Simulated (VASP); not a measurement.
**Al: single point with PBE**

Al:

```
Al
1.0
     0.00000    2.02398    1.94302
     2.02398    0.00000    1.94302
     2.02398    2.02398    0.00000
Al
1
Direct
  0.00000 0.00000 0.00000
```

This cell differs from its parent crystal: strain +0.000 along x and y, -0.040 along z.

```
Program             : VASP 6.6.1
Task                : single point
Functional          : PBE
Potentials or basis : VASP PAW PBE potentials, release 64 (Al)
Cutoff              : 520 eV
k mesh              : 20 × 20 × 20
Occupations         : gaussian, width 0.15 eV
Spin                : no spin polarisation
```

```yaml
Pressure: 3.1 GPa
Band_gap_on_the_k_mesh: zero (an odd number of electrons rules out a gap without spin polarisation)
```

Stress tensor (GPa, compression positive):
```
2.34 0.00 0.00
0.00 2.34 0.00
0.00 0.00 4.53
```

Levels at points of the mesh, in eV from the Fermi level:
| k point | band 1 | band 2 | band 3 | band 4 | band 5 | band 6 |
| --- | --- | --- | --- | --- | --- | --- |
| (0.00, 0.00, 0.00) | -11.40 | 12.68 | 12.68 | 13.12 | 14.49 | 14.63 |
| (0.50, 0.00, 0.00) | -4.75 | -4.44 | 11.15 | 11.28 | 12.02 | 12.16 |
| (0.50, 0.50, 0.00) | -2.60 | -1.05 | 4.94 | 5.24 | 5.24 | 8.90 |
| (0.50, 0.00, 0.50) | -3.22 | -1.90 | 5.43 | 5.89 | 6.16 | 9.66 |

Run time: 74 s on 1 thread of Intel Xeon 8259CL, on a shared host, peak memory 0.19 GiB.

Caveat: the cell differs from its parent crystal (strain +0.000 along x and y, -0.040 along z); the cell stands under pressure.
